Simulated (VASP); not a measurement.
A run of VASP 6.6.1:

File INCAR:

```
  ALGO = Normal
  EDIFF = 1E-7
  EDIFFG = -0.04
  ENCUT = 600
  GGA = PE
  IBRION = 2
  ISIF = 3
  ISMEAR = 0
  LASPH = T
  LCHARG = F
  LREAL = F
  LWAVE = F
  NELM = 60
  NSW = 90
  PREC = Accurate
  SIGMA = 0.1
```

The input KPOINTS:

```
k-points
0
Gamma
  6 6 4
```

POSCAR

```
SiC4
1.0
    3.5109618536      0.0000000000      0.0000000000
    0.0000000000      3.5109618536      0.0000000000
    0.0000000000      0.0000000000      5.0595545028
Si C
1 4
Direct
    0.0000000000      0.0000000000      0.5937581261
    0.0000000000      0.2980551293      0.9638104685
    0.7019448707      0.0000000000      0.9638104685
    0.0000000000      0.7019448707      0.9638104685
    0.2980551293      0.0000000000      0.9638104685
```

Potentials or basis: VASP PAW PBE potentials, release 64 (Si, C).

Launch:

```sh
$ cat potpaw_PBE.64/Si/POTCAR potpaw_PBE.64/C/POTCAR > POTCAR
$ mpirun -np 1 vasp_std > vasp.out
```

Hardware: 1 thread of Intel(R) Xeon(R) 6975P-C (Granite Rapids), on a shared host.

Q: How long does it take, and how much memory?

A: Wall time 4.1 min on 1 thread of Intel(R) Xeon(R) 6975P-C (Granite Rapids), with other jobs on the host, peak memory 0.18 GiB. Counts: scf iterations 236, k points 30, ion steps 32.
